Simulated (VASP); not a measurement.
# Li (P6_3/mmc) in VASP: settings compared, part 2 of 2

VASP 6.6.1. The steps go on from the part before.

## 4. Electric field gradients, r2SCAN

POSCAR

```
Li
1.0
    3.0544211454      0.0000000000      0.0000000000
   -1.5272105727      2.6452063058      0.0000000000
    0.0000000000      0.0000000000      4.9952014092
Li
2
Direct
    0.3333333333      0.6666666667      0.2500000000
    0.6666666667      0.3333333333      0.7500000000
```

INCAR.step1

```
ALGO = Normal ; EDIFF = 1E-4
ENCUT = 520 ; GGA = PE
ISMEAR = -1 ; LASPH = T
LCHARG = F ; LREAL = F
LWAVE = T ; NBANDS = 10
NELM = 60 ; PREC = Accurate
SIGMA = 0.05
```

INCAR.step2

```
ALGO = Normal ; EDIFF = 1E-8
ENCUT = 520 ; ISIF = 2
ISMEAR = -1 ; ISTART = 1
LASPH = T ; LCHARG = F
LEFG = T ; LMIXTAU = T
LREAL = F ; LWAVE = F
METAGGA = R2SCAN ; NBANDS = 10
NELM = 60 ; PREC = Accurate
SIGMA = 0.05
```

KPOINTS

```
k-points
0
Gamma
  16 16 9
```

Potentials or basis: VASP PAW PBE potentials, release 64 (Li_sv).

Launch:

```sh
> cat potpaw_PBE.64/Li_sv/POTCAR > POTCAR
> cp INCAR.step1 INCAR
> mpirun -np 1 vasp_std > vasp.out
> cp INCAR.step2 INCAR
> mpirun -np 1 vasp_std > vasp.out
```

OUTCAR:

```text
EDIFF = 1E-8
   ENCUT = 520
   ISIF = 2
   ISMEAR = -1
   ISTART = 1
   LASPH = T
   LREAL = F
   METAGGA = R2SCAN
   NELM = 60
   PREC = Accurate

 ion  position               nearest neighbor table
   1  0.333  0.667  0.250-
   2  0.667  0.333  0.750-

  LATTYP: Found a hexagonal cell.
 ALAT       =     3.0544211454
 C/A-ratio  =     1.6354003497

  Lattice vectors:

 A1 = (   3.0544211454,   0.0000000000,   0.0000000000)
 A2 = (  -1.5272105727,   2.6452063058,   0.0000000000)
 A3 = (   0.0000000000,   0.0000000000,   4.9952014092)
[... 525 lines left out ...]
  ---------------------------------------------------
  free  energy   TOTEN  =        -4.7693936634 eV

  energy  without entropy=       -4.7630167492  energy(sigma->0) =       -4.76620521

 Electric field gradients (V/A^2)
---------------------------------------------------------------------
 ion       V_xx      V_yy      V_zz      V_xy      V_xz      V_yz
---------------------------------------------------------------------
   1      -0.006    -0.004     0.010     0.002    -0.000     0.000
   2      -0.006    -0.004     0.010     0.002     0.000    -0.000
---------------------------------------------------------------------

 Electric field gradients after diagonalization (V/A^2)
 (convention: |V_zz| > |V_xx| > |V_yy|)
----------------------------------------------------------------------
 ion       V_xx      V_yy      V_zz     asymmetry (V_yy - V_xx)/ V_zz
----------------------------------------------------------------------
   1      -0.007    -0.003     0.010       0.456
   2      -0.007    -0.003     0.010       0.456
----------------------------------------------------------------------

           NMR quadrupolar parameters

 Cq : quadrupolar parameter    Cq=e*Q*V_zz/h
 eta: asymmetry parameters     (V_yy - V_xx)/ V_zz
 Q  : nuclear electric quadrupole moment in mb (millibarn)
----------------------------------------------------------------------
 ion       Cq(MHz)       eta       Q (mb)
----------------------------------------------------------------------
   1       0.000       0.456       1.000
   2       0.000       0.456       1.000
----------------------------------------------------------------------
```

OUTCAR.step1:

```text
EDIFF = 1E-4
   ENCUT = 520
   GGA = PE
   ISMEAR = -1
   LASPH = T
   LREAL = F
[... 534 lines left out ...]
 -----------------------------------------------------------------------------------
     -0.00000      1.76347      1.24880         0.000000     -0.000000      0.000000
      1.52721      0.88174      3.74640        -0.000000      0.000000      0.000000
 -----------------------------------------------------------------------------------
    total drift:                                0.000000     -0.000000      0.000000

  FREE ENERGIE OF THE ION-ELECTRON SYSTEM (eV)
  ---------------------------------------------------
  free  energy   TOTEN  =        -3.8184014934 eV

  energy  without entropy=       -3.8114307710  energy(sigma->0) =       -3.81491613
```

OSZICAR.step1:

```text
N       E                     dE             d eps       ncg     rms          rms(c)
DAV:   1     0.181541965875E+02    0.18154E+02   -0.32241E+03  3000   0.566E+02
DAV:   2    -0.105080032309E+01   -0.19205E+02   -0.18712E+02  3860   0.112E+02
DAV:   3    -0.377641633907E+01   -0.27256E+01   -0.26996E+01  4936   0.323E+01
DAV:   4    -0.382111994111E+01   -0.44704E-01   -0.44665E-01  3922   0.465E+00
DAV:   5    -0.382176580966E+01   -0.64587E-03   -0.64581E-03  4000   0.452E-01    0.305E-01
DAV:   6    -0.381945550640E+01    0.23103E-02   -0.64306E-04  5314   0.114E-01    0.174E-01
DAV:   7    -0.381840105878E+01    0.10544E-02   -0.13342E-03  5660   0.164E-01    0.387E-02
DAV:   8    -0.381840149341E+01   -0.43463E-06   -0.16309E-05  2260   0.375E-02
   1 F= -.38184015E+01 E0= -.38149161E+01  d E =-.697072E-02
```

It took 2.7 min on 1 thread of Intel Xeon 6975P-C, shared host; peak memory 0.19 GiB.

What came out:

| Item | Value |
| --- | --- |
| Free energy | -4.7694 eV |
| Band gap on the k mesh | zero (band 3 reaches 2.59 eV, above the bottom of band 4 at -1.75 eV) |

Caveat: without QUAD_EFG the Cq values of the log hold for a quadrupole moment of 1 mb, not for the nuclei.

## 5. The runs side by side

```csv
level,potentials or basis,cell,gap on the mesh (eV)
PBEsol,"VASP PAW PBE potentials, release 64 (Li_sv)","a = 3.054, b = 3.054, c = 4.995 Å, angles 90.0, 90.0, 120.0°, 2 atoms",none
LDA,"VASP PAW LDA potentials, release 64 (Li_sv)","a = 3.095, b = 3.095, c = 5.061 Å, angles 90.0, 90.0, 120.0°, 2 atoms",none
r2SCAN,"VASP PAW PBE potentials, release 64 (Li_sv)","a = 3.054, b = 3.054, c = 4.995 Å, angles 90.0, 90.0, 120.0°, 2 atoms",none
```

Alike in all rows: task electric field gradients; no spin polarisation; k mesh 16 × 16 × 9; cutoff (eV) 520; smearing fermi-dirac 0.05 eV.

Total energies depend on the potentials used, so only differences within one code and one set of settings carry meaning.
